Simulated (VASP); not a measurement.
# Ta4C3 (R3m) in VASP: notebook

Ta4C3 is run at these levels: PBEsol; tasks: single point.

Program: VASP 6.6.1. These are calculated values, not measurements. Logs are shortened: lines on timing, memory, paths and dates and some standing lists are left out, and cuts for length are marked.

### Step 1. The cell of the first run

The structure is trigonal, space group R3m (No. 160). The conventional cell has a = 2.793 Å, b = 2.793 Å, c = 30.494 Å, α = 90.00°, β = 90.00°, γ = 120.00°. Ta (site symmetry 3m) has 6 C at 2.10 to 2.11 Å and 6 Ta at 2.79 Å within 2.8 Å. Ta (site symmetry 3m) has 3 C at 1.99 Å within 2.6 Å. Ta (site symmetry 3m) has 3 C at 2.03 Å and 6 Ta at 2.79 Å within 2.8 Å. Within 2.8 Å of Ta (site symmetry 3m) lie 6 C at 2.05 to 2.08 Å and 6 Ta at 2.79 Å. C (site symmetry 3m) has 6 Ta at 2.03 to 2.05 Å and 6 C at 2.79 Å within 2.8 Å. C (site symmetry 3m) has 6 Ta at 1.99 to 2.10 Å and 7 C at 2.70 to 2.79 Å within 2.8 Å. C (site symmetry 3m) has 6 Ta at 2.08 to 2.11 Å and 7 C at 2.70 to 2.79 Å within 2.8 Å.

### Step 2. Single point, PBEsol (strain -0.1000 x Voigt [1, 1, 0, 0, 0, 0])

INCAR

```
SYSTEM = Ta4C3
PREC = Accurate ; ENCUT = 520
EDIFF = 1E-6 ; ISMEAR = 0
SIGMA = 0.15 ; LREAL = .FALSE.
LASPH = .TRUE. ; NELM = 60
ALGO = Normal ; ISIF = 2
LWAVE = .FALSE. ; LCHARG = .FALSE.
GGA = PS ; NBANDS = 37
```

KPOINTS

```
regular mesh
0
G
  12 12 12
  0 0 0
```

POSCAR

```
Ta4C3
1.0
    1.3964730573      0.8062540955     10.1645109695
   -1.3964730573      0.8062540955     10.1645109695
    0.0000000000     -1.6125081910     10.1645109695
Ta C
4 3
Direct
    0.3733722057      0.3733722057      0.3733722057
    0.6244615989      0.6244615989      0.6244615989
    0.2096180968      0.2096180968      0.2096180968
    0.7943974385      0.7943974385      0.7943974385
    0.5025935066      0.5025935066      0.5025935066
    0.9960170748      0.9960170748      0.9960170748
    0.0845400886      0.0845400886      0.0845400886
```

Potentials or basis: VASP PAW PBE potentials, release 64 (Ta_pv, C).

Launch:

```sh
cat potpaw_PBE.64/Ta_pv/POTCAR potpaw_PBE.64/C/POTCAR > POTCAR
mpirun -np 1 vasp_std > vasp.out
```

OUTCAR:

```text
SYSTEM = Ta4C3
   PREC = Accurate
   ENCUT = 520
   EDIFF = 1E-6
   ISMEAR = 0
   LREAL = .FALSE.
   LASPH = .TRUE.
   NELM = 60
   ISIF = 2
   GGA = PS

 ion  position               nearest neighbor table
   1  0.373  0.373  0.373-   6 2.10   6 2.10   6 2.10   7 2.11   7 2.11   7 2.11   2 2.98   2 2.98
                             2 2.98   4 3.12   4 3.12   4 3.12
   2  0.624  0.624  0.624-   6 1.99   6 1.99   6 1.99   3 2.96   3 2.96   3 2.96   1 2.98   1 2.98
                             1 2.98
   3  0.210  0.210  0.210-   5 2.03   5 2.03   5 2.03   2 2.96   2 2.96   2 2.96   4 2.97   4 2.97
                             4 2.97
   4  0.794  0.794  0.794-   5 2.05   5 2.05   5 2.05   7 2.08   7 2.08   7 2.08   3 2.97   3 2.97
                             3 2.97   1 3.12   1 3.12   1 3.12
   5  0.503  0.503  0.503-   3 2.03   3 2.03   3 2.03   4 2.05   4 2.05   4 2.05
   6  0.996  0.996  0.996-   2 1.99   2 1.99   2 1.99   1 2.10   1 2.10   1 2.10
   7  0.085  0.085  0.085-   4 2.08   4 2.08   4 2.08   1 2.11   1 2.11   1 2.11

  LATTYP: Found a trigonal (rhomboedric) cell.
 ALAT       =    10.2916211510
 COS(alpha) =     0.9631762905

  Lattice vectors:

 A1 = (   1.3964730573,   0.8062540955,  10.1645109695)
 A2 = (  -1.3964730573,   0.8062540955,  10.1645109695)
 A3 = (   0.0000000000,  -1.6125081910,  10.1645109695)

Analysis of symmetry for initial positions (statically):
=====================================================================
 Subroutine PRICEL returns:
 Original cell was already a primitive cell.

 Routine SETGRP: Setting up the symmetry group for a
 trigonal (rhombohedral) supercell.

 Subroutine GETGRP returns: Found  6 space group operations
 (whereof  6 operations were pure point group operations)
 out of a pool of 12 trial point group operations.

The static configuration has the point symmetry C_3v.

Analysis of symmetry for dynamics (positions and initial velocities):
=====================================================================
 Subroutine PRICEL returns:
 Original cell was already a primitive cell.

 Routine SETGRP: Setting up the symmetry group for a
 trigonal (rhombohedral) supercell.

 Subroutine GETGRP returns: Found  6 space group operations
 (whereof  6 operations were pure point group operations)
 out of a pool of 12 trial point group operations.

The dynamic configuration has the point symmetry C_3v.

 Subroutine INISYM returns: Found  6 space group operations
 (whereof  6 operations are pure point group operations),
 and found     1 'primitive' translations

----------------------------------------------------------------------------------------

                                     Primitive cell

  volume of cell :      68.6661

  direct lattice vectors                    reciprocal lattice vectors
     1.396473057  0.806254096 10.164510970     0.358044860  0.206717296  0.032793839
    -1.396473057  0.806254096 10.164510970    -0.358044860  0.206717296  0.032793839
     0.000000000 -1.612508191 10.164510970     0.000000000 -0.413434592  0.032793839

  length of vectors
    10.291621151 10.291621151 10.291621151     0.414733165  0.414733165  0.414733165

  position of ions in fractional coordinates (direct lattice)
     0.373372206  0.373372206  0.373372206
     0.624461599  0.624461599  0.624461599
     0.209618097  0.209618097  0.209618097
     0.794397438  0.794397438  0.794397438
     0.502593507  0.502593507  0.502593507
     0.996017075  0.996017075  0.996017075
     0.084540089  0.084540089  0.084540089

  ion indices of the primitive-cell ions
   primitive index   ion index
                 1           1
                 2           2
                 3           3
                 4           4
                 5           5
                 6           6
                 7           7

----------------------------------------------------------------------------------------

 KPOINTS: regular mesh

Automatic generation of k-mesh.
 Grid dimensions read from file:
 generate k-points for:   12   12   12

 Generating k-lattice:

  Cartesian coordinates                     Fractional coordinates (reciprocal lattice)
     0.029837072  0.017226441  0.002732820     0.083333333  0.000000000  0.000000000
    -0.029837072  0.017226441  0.002732820     0.000000000  0.083333333  0.000000000
     0.000000000 -0.034452883  0.002732820     0.000000000  0.000000000  0.083333333

  Length of vectors
     0.034561097  0.034561097  0.034561097

  Shift w.r.t. Gamma in fractional coordinates (k-lattice)
     0.000000000  0.000000000  0.000000000

 Subroutine IBZKPT returns following result:
 ===========================================

 Found    189 irreducible k-points:

 Following reciprocal coordinates:
            Coordinates               Weight
  0.000000  0.000000  0.000000      1.000000
  0.083333  0.000000  0.000000      6.000000
  0.166667  0.000000 -0.000000      6.000000
  0.250000  0.000000 -0.000000      6.000000
  0.333333  0.000000  0.000000      6.000000
  0.416667  0.000000 -0.000000      6.000000
[... 16 lines left out ...]
  0.500000  0.166667  0.000000     12.000000
 -0.416667  0.166667  0.000000     12.000000
 [... further k-points ...]
   k-points           NKPTS =    189   k-points in BZ     NKDIM =    189   number of bands    NBANDS=     37
   number of dos      NEDOS =    301   number of ions     NIONS =      7
   total plane-waves  NPLWV = 512000
   dimension x,y,z NGX =    80 NGY =   80 NGZ =   80
   dimension x,y,z NGXF=   160 NGYF=  160 NGZF=  160
   ions per type =               4   3
   NGX,Y,Z   is equivalent  to a cutoff of  12.92, 12.92, 12.92 a.u.
   NGXF,Y,Z  is equivalent  to a cutoff of  25.85, 25.85, 25.85 a.u.
 SYSTEM =  Ta4C3
   PREC   = accura    normal or accurate (medium, high low for compatibility)
   ISTART =      0    job   : 0-new  1-cont  2-samecut
   ICHARG =      2    charge: 1-file 2-atom 10-const
   ISPIN  =      1    spin polarized calculation?
   LNONCOLLINEAR =      F non collinear calculations
   LSORBIT =      F    spin-orbit coupling
   LASPH  =      T    aspherical Exc in radial PAW
   ENCUT  =  520.0 eV  38.22 Ry    6.18 a.u.  19.14 19.14 19.14*2*pi/ulx,y,z
   NELM   =     60;   NELMIN=  2; NELMDL= -5     # of ELM steps
   EDIFF  = 0.1E-05   stopping-criterion for ELM
   LREAL  =      F    real-space projection
   EDIFFG = 0.1E-04   stopping-criterion for IOM
   NSW    =      0    number of steps for IOM
   IBRION =     -1    ionic relax: 0-MD 1-quasi-New 2-CG
   NFREE  =      0    steps in history (QN), initial steepest desc. (CG)
   ISIF   =      2    stress and relaxation
   ISYM   =      2    0-nonsym 1-usesym 2-fastsym
   POTIM  = 0.5000    time-step for ionic-motion
   TEBEG  =    0.0;   TEEND  =   0.0 temperature during run
   PSTRESS=    0.0 pullay stress
   NELECT =      56.0000    total number of electrons
   NUPDOWN=      -1.0000    fix difference up-down
   EMIN   =  10.00;   EMAX   =-10.00  energy-range for DOS
   EFERMI =   0.00;   METHOD = LEGACY
   ISMEAR =     0;   SIGMA  =   0.15  broadening in eV -4-tet -1-fermi 0-gaus
   EFERMI_NEDOS =   21; number of points for ismear=-14 and -15
   IALGO  =     38    algorithm
   IMIX   =      4    mixing-type and parameters
     AMIX     =   0.40;   BMIX     =  1.00
     AMIX_MAG =   1.60;   BMIX_MAG =  1.00
  volume/ion in A,a.u.               =       9.81        66.20
  Fermi-wavevector in a.u.,A,eV,Ry     =   1.529526  2.890384 31.830132  2.339449
  Thomas-Fermi vector in A             =   2.637134
   LORBIT       =      0    0 simple, 1 ext, 2 COOP (PROOUT), +10 PAW based schemes
   GGA     = PS    functional components
   LHFCALC =     F    Hartree Fock is set to
   AEXX    =    0.0000 exact exchange contribution
   IVDW    =     0    specifies the selected vdW correction
   LEPSILON=     F    determine dielectric tensor
   LRPA    =     F    only Hartree local field effects (RPA)
 non-spin polarized calculation
 Gauss-broadening in eV      SIGMA  =   0.15
  energy-cutoff  :      520.00
  volume of cell :       68.67
 maximum number of plane-waves:      1870
 NGX is ok and might be reduce to    80
   NGX = 39   NGY = 39   NGZ = 39

 number of electron      56.0000001 magnetization

 Free energy of the ion-electron system (eV)
  ---------------------------------------------------
  ext. energy  EPLUGINS =         0.00000000
  ---------------------------------------------------
  free energy    TOTEN  =       -78.28807020 eV

  energy without entropy =      -78.25139791  energy(sigma->0) =      -78.26973405

 E-fermi :   9.4781     XC(G=0): -14.2769

 val. band max:        9.4739666719   @ k =   0.0833   0.0833   0.0000
 cond. band min:       9.4826506546   @ k =  -0.3333   0.5000   0.2500
 fundamental gap:      0.0086839826
 Fermi energy:         9.4781214416

 k-point     1 :       0.0000    0.0000    0.0000
  band No.  band energies     occupation
      1     -25.8962      2.00000
      2     -25.3608      2.00000
      3     -24.8147      2.00000
      4     -24.5227      2.00000
      5     -24.5227      2.00000
      6     -24.2895      2.00000
[... 29 lines left out ...]
     36      12.6609      0.00000
     37      12.7769      0.00000

 k-point     2 :       0.0833    0.0000    0.0000
  band No.  band energies     occupation
      1     -25.8597      2.00000
      2     -25.3451      2.00000
      3     -24.8138      2.00000
      4     -24.6386      2.00000
      5     -24.5509      2.00000
      6     -24.4109      2.00000
[... 29 lines left out ...]
     36      12.8953      0.00000
     37      13.1694      0.00000

 k-point     3 :       0.1667    0.0000   -0.0000
  band No.  band energies     occupation
      1     -25.7584      2.00000
      2     -25.3164      2.00000
      3     -25.0216      2.00000
      4     -24.8038      2.00000
      5     -24.6427      2.00000
      6     -24.6273      2.00000
[... 29 lines left out ...]
     36      12.9601      0.00000
     37      13.5660      0.00000
[... 761 lines left out ...]
 k-point    23 :       0.5000    0.1667    0.0000
  band No.  band energies     occupation
      1     -26.0797      2.00000
      2     -25.8275      2.00000
      3     -25.4050      2.00000
      4     -25.3655      2.00000
      5     -25.1931      2.00000
      6     -25.0163      2.00000
[... 29 lines left out ...]
     36      15.7782      0.00000
     37      16.0754      0.00000

 k-point    24 :      -0.4167    0.1667    0.0000
  band No.  band energies     occupation
      1     -26.1493      2.00000
      2     -25.8915      2.00000
      3     -25.4553      2.00000
      4     -25.3780      2.00000
      5     -25.2316      2.00000
      6     -25.0478      2.00000
[... 29 lines left out ...]
     36      15.4420      0.00000
     37      15.5357      0.00000

 [... further k-points ...]
[... 5 lines left out ...]
  --------------------------------------------------------------------------------------
  -------------------------------------------------------------------------------------
  Total       52.3128089     52.3128089     28.4645769     -0.0000000     -0.0000000      0.0000000
  in kB     1220.6084955   1220.6084954    664.1605582     -0.0000000     -0.0000000      0.0000000
  external PRESSURE =    1035.1258497 kB  Pullay stress =       0.0000000 kB

 VOLUME and BASIS-vectors are now :
 -----------------------------------------------------------------------------
  energy-cutoff  :      520.00
  volume of cell :       68.67
      direct lattice vectors                 reciprocal lattice vectors
     1.396473057  0.806254096 10.164510970     0.358044860  0.206717296  0.032793839
    -1.396473057  0.806254096 10.164510970    -0.358044860  0.206717296  0.032793839
     0.000000000 -1.612508191 10.164510970     0.000000000 -0.413434592  0.032793839

 POSITION                                       TOTAL-FORCE (eV/Angst)
 -----------------------------------------------------------------------------------
      0.00000      0.00000     11.38544         0.000000     -0.000000      0.522452
      0.00000      0.00000     19.04204         0.000000      0.000000     -3.644789
      0.00000      0.00000      6.39200         0.000000      0.000000      2.516990
      0.00000      0.00000     24.22398         0.000000     -0.000000     -0.702479
      0.00000      0.00000     15.32585         0.000000      0.000000      0.252647
      0.00000      0.00000     30.37208         0.000000      0.000000      1.482320
      0.00000      0.00000      2.57793         0.000000     -0.000000     -0.427142
 -----------------------------------------------------------------------------------
    total drift:                               -0.000000      0.000000     -0.000071

  FREE ENERGIE OF THE ION-ELECTRON SYSTEM (eV)
  ---------------------------------------------------
  free  energy   TOTEN  =       -78.2880702015 eV

  energy  without entropy=      -78.2513979078  energy(sigma->0) =      -78.26973405
```

Run time: 65 min. Hardware: 1 thread of Intel Xeon 6975P-C (Granite Rapids), shared host; peak memory 1.2 GiB.

What came out:

| Quantity | Value |
| --- | --- |
| Free energy | -78.2881 eV |
| Pressure | 103.5 GPa |
| Largest force | 3.645 eV/Å |
| Band gap on the k mesh | zero (bands 28 and 29 overlap by 0.89 eV) |

Forces in eV/Å, atoms in the order of the input:
```
Ta   0.000  0.000  0.522
Ta   0.000  0.000 -3.645
Ta   0.000  0.000  2.517
Ta   0.000  0.000 -0.702
C    0.000  0.000  0.253
C    0.000  0.000  1.482
C    0.000  0.000 -0.427
```

Stress tensor (GPa, compression positive):
```
122.06   0.00   0.00
  0.00 122.06   0.00
  0.00   0.00  66.42
```

Caveat: the cell differs from its parent crystal (strain -0.1000 x Voigt [1, 1, 0, 0, 0, 0]); the cell stands under pressure; the PAW data sets were made with another functional, which shifts forces and pressure a little; spin-orbit coupling is left out, which moves the levels of the heavy elements.

[end of part 1 of 2]
